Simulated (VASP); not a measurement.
# Hf (C2/c) in VASP: further runs, part 2 of 2

VASP 6.6.1.

## Step 3: Single point, RPBE

This run uses another cell than the first one, of 24.51 Å³/atom, 0.893 times its volume.

The input, INCAR:

```
PREC     = Accurate       # precision mode
ENCUT    = 520            # plane-wave cutoff, eV
EDIFF    = 1E-6           # SCF threshold, eV
ISMEAR   = -1             # smearing method
SIGMA    = 0.1            # smearing width, eV
LREAL    = False          # projectors in reciprocal space
LASPH    = True           # aspherical terms in the spheres
NELM     = 60             # most SCF steps
ALGO     = Normal         # electronic algorithm
ISIF     = 2              # what is computed and relaxed
LWAVE    = False          # write WAVECAR
LCHARG   = False          # write CHGCAR
GGA      = RP             # functional
ISYM     = 0            
NBANDS   = 17             # bands
```

The input, KPOINTS:

```
Automatic mesh
0
Gamma
  12 12 8
```

The input, POSCAR:

```
Hf
1.0
   -3.3846257184      3.8454646379      1.5047332103
    3.8454646379     -3.3846257184      1.5047332103
    2.1519282362      2.1519282362     -0.6607058852
Hf
2
Direct
    0.0203994554      0.9796005446      0.0000000000
    0.7296005446      0.2703994554      0.5000000000
```

Potentials or basis: VASP PAW PBE potentials, release 64 (Hf_pv).

Run with:

```bash
$ cat potpaw_PBE.64/Hf_pv/POTCAR > POTCAR
$ mpirun -np 1 vasp_std > vasp.out
```

OUTCAR:

```text
PREC = Accurate
   ENCUT = 520
   EDIFF = 1E-6
   ISMEAR = -1
   LREAL = False
   LASPH = True
   NELM = 60
   ISIF = 2
   GGA = RP
   ISYM = 0

 ion  position               nearest neighbor table
   1  0.020  0.980  0.000-   2 3.06   2 3.06   2 3.06   2 3.06   2 3.36   2 3.36
   2  0.730  0.270  0.500-   1 3.06   1 3.06   1 3.06   1 3.06   1 3.36   1 3.36

IMPORTANT INFORMATION: All symmetrisations will be switched off!
NOSYMM: (Re-)initialisation of all symmetry stuff for point group C_1.

----------------------------------------------------------------------------------------

                                     Primitive cell

  volume of cell :      49.0246

  direct lattice vectors                    reciprocal lattice vectors
    -3.384625718  3.845464638  1.504733210    -0.020435367  0.117875491  0.317363833
     3.845464638 -3.384625718  1.504733210     0.117875491 -0.020435367  0.317363833
     2.151928236  2.151928236 -0.660705885     0.221916276  0.221916276 -0.067963979

  length of vectors
     5.339242603  5.339242603  3.114180877     0.339163733  0.339163733  0.321111771

  position of ions in fractional coordinates (direct lattice)
     0.020399455  0.979600545  0.000000000
     0.729600545  0.270399455  0.500000000

  ion indices of the primitive-cell ions
   primitive index   ion index
                 1           1
                 2           2

----------------------------------------------------------------------------------------

 KPOINTS: Automatic mesh

Automatic generation of k-mesh.
 Grid dimensions read from file:
 generate k-points for:   12   12    8

 Generating k-lattice:

  Cartesian coordinates                     Fractional coordinates (reciprocal lattice)
    -0.001702947  0.009822958  0.026446986     0.083333333 -0.000000000  0.000000000
     0.009822958 -0.001702947  0.026446986    -0.000000000  0.083333333  0.000000000
[... 68 lines left out ...]
   PSTRESS=    0.0 pullay stress
   NELECT =      20.0000    total number of electrons
   NUPDOWN=      -1.0000    fix difference up-down
   EMIN   =  10.00;   EMAX   =-10.00  energy-range for DOS
   EFERMI =   0.00;   METHOD = LEGACY
   ISMEAR =    -1;   SIGMA  =   0.10  broadening in eV -4-tet -1-fermi 0-gaus
   EFERMI_NEDOS =   21; number of points for ismear=-14 and -15
   IALGO  =     38    algorithm
   IMIX   =      4    mixing-type and parameters
     AMIX     =   0.40;   BMIX     =  1.00
     AMIX_MAG =   1.60;   BMIX_MAG =  1.00
  volume/ion in A,a.u.               =      24.51       165.42
  Fermi-wavevector in a.u.,A,eV,Ry     =   1.214172  2.294452 20.057887  1.474213
  Thomas-Fermi vector in A             =   2.349600
   LORBIT       =      0    0 simple, 1 ext, 2 COOP (PROOUT), +10 PAW based schemes
   GGA     = RP    functional components
   LHFCALC =     F    Hartree Fock is set to
   AEXX    =    0.0000 exact exchange contribution
   IVDW    =     0    specifies the selected vdW correction
   LEPSILON=     F    determine dielectric tensor
   LRPA    =     F    only Hartree local field effects (RPA)
 non-spin polarized calculation
  energy-cutoff  :      520.00
  volume of cell :       49.02
 maximum number of plane-waves:      1338
   NGX = 19   NGY = 19   NGZ = 11

 number of electron      20.0000001 magnetization

 Free energy of the ion-electron system (eV)
  ---------------------------------------------------
  ext. energy  EPLUGINS =         0.00000000
  ---------------------------------------------------
  free energy    TOTEN  =       -18.63743594 eV

  energy without entropy =      -18.59038067  energy(sigma->0) =      -18.61390831

 E-fermi :   4.2415     XC(G=0): -10.7296

 val. band max:        4.2411266412   @ k =  -0.4167   0.3333   0.3750
 cond. band min:       4.2471079200   @ k =  -0.4167   0.5000   0.5000
 fundamental gap:      0.0059812788
 Fermi energy:         4.2414892496

 k-point     1 :       0.0000    0.0000    0.0000
  band No.  band energies     occupation
      1     -26.6978      2.00000
      2     -26.2494      2.00000
      3     -26.2232      2.00000
      4     -26.0479      2.00000
      5     -26.0266      2.00000
      6     -26.0156      2.00000
[... 457 lines left out ...]
      4     -26.1319      2.00000
      5     -26.1145      2.00000
      6     -26.0607      2.00000
[... 9 lines left out ...]
     16       8.8016      0.00000
     17       9.8652      0.00000

 [... further k-points ...]
[... 5 lines left out ...]
  --------------------------------------------------------------------------------------
  -------------------------------------------------------------------------------------
  Total       -0.1390544     -0.1390463     -0.1325585      0.0029890      0.0019801      0.0019821
  in kB       -4.5444500     -4.5441834     -4.3321552      0.0976845      0.0647112      0.0647761
  external PRESSURE =      -4.4735962 kB  Pullay stress =       0.0000000 kB

 VOLUME and BASIS-vectors are now :
 -----------------------------------------------------------------------------
  energy-cutoff  :      520.00
  volume of cell :       49.02
      direct lattice vectors                 reciprocal lattice vectors
    -3.384625718  3.845464638  1.504733210    -0.020435367  0.117875491  0.317363833
     3.845464638 -3.384625718  1.504733210     0.117875491 -0.020435367  0.317363833
     2.151928236  2.151928236 -0.660705885     0.221916276  0.221916276 -0.067963979

 POSITION                                       TOTAL-FORCE (eV/Angst)
 -----------------------------------------------------------------------------------
      3.69797     -3.23714      1.50473        -0.031989      0.031990      0.000001
     -0.35365      2.96642      1.17438         0.031989     -0.031990     -0.000001
 -----------------------------------------------------------------------------------
    total drift:                                0.000060     -0.000061      0.000001

  FREE ENERGIE OF THE ION-ELECTRON SYSTEM (eV)
  ---------------------------------------------------
  free  energy   TOTEN  =       -18.6374359392 eV

  energy  without entropy=      -18.5903806727  energy(sigma->0) =      -18.61390831
```

stdout:

```text
POSCAR found type information on POSCAR Hf
 POSCAR found :  1 types and       2 ions
 scaLAPACK will be used
 -----------------------------------------------------------------------------
|                                                                             |
|                                                                             |
|     You enforced a specific xc type in the INCAR file but a different       |
|     I HOPE YOU KNOW WHAT YOU ARE DOING!                                     |
|                                                                             |
 -----------------------------------------------------------------------------

 LDA part: xc-table for (Slater+PW92), standard interpolation
 POSCAR, INCAR and KPOINTS ok, starting setup
 FFT: planning ... GRIDC
 FFT: planning ... GRID_SOFT
 FFT: planning ... GRID
 WAVECAR not read
 entering main loop
```

It took 2.6 min on 1 thread of Intel Xeon 6975P-C (Granite Rapids), shared host; peak memory 0.5 GiB.

What came out:

```yaml
Free_energy: -18.6374 eV
Pressure: -0.4 GPa
Largest_force: 0.045 eV/Å
Band_gap_on_the_k_mesh: zero (band 10 reaches 4.70 eV, above the bottom of band 11 at 3.71 eV)
```

Forces on the atoms (eV/Å):
```
Hf  -0.032  0.032  0.000
Hf   0.032 -0.032  0.000
```

Levels at points of the mesh, in eV from the Fermi level:
| k point | band 6 | band 7 | band 8 | band 9 | band 10 | band 11 | band 12 | band 13 | band 14 | band 15 |
| --- | --- | --- | --- | --- | --- | --- | --- | --- | --- | --- |
| (0.00, 0.00, 0.00) | -30.26 | -6.86 | -3.23 | -1.74 | -0.07 | 0.51 | 1.67 | 2.81 | 3.19 | 4.36 |
| (0.50, 0.00, 0.00) | -30.31 | -3.37 | -2.66 | -1.19 | 0.34 | 0.77 | 1.30 | 1.86 | 1.90 | 3.43 |
| (0.00, 0.50, 0.00) | -30.31 | -3.37 | -2.66 | -1.19 | 0.34 | 0.77 | 1.30 | 1.86 | 1.90 | 3.43 |
| (0.50, 0.50, 0.00) | -30.27 | -5.35 | -4.56 | -1.86 | -0.97 | 0.15 | 2.06 | 2.77 | 2.86 | 3.96 |
| (0.00, 0.00, 0.50) | -30.33 | -2.71 | -2.71 | -1.25 | -1.25 | 0.73 | 0.73 | 1.88 | 1.88 | 5.65 |
| (0.50, 0.00, 0.50) | -30.49 | -2.54 | -2.54 | -1.39 | -1.38 | 1.59 | 1.59 | 3.04 | 3.04 | 6.41 |
| (0.00, 0.50, 0.50) | -30.49 | -2.54 | -2.54 | -1.39 | -1.38 | 1.59 | 1.59 | 3.04 | 3.04 | 6.41 |
| (0.50, 0.50, 0.50) | -30.33 | -3.34 | -3.34 | -0.05 | -0.05 | 0.53 | 0.53 | 2.32 | 2.32 | 4.75 |

Caveat: the PAW data sets were made with another functional, which shifts forces and pressure a little; spin-orbit coupling is left out, which moves the levels of the heavy elements.
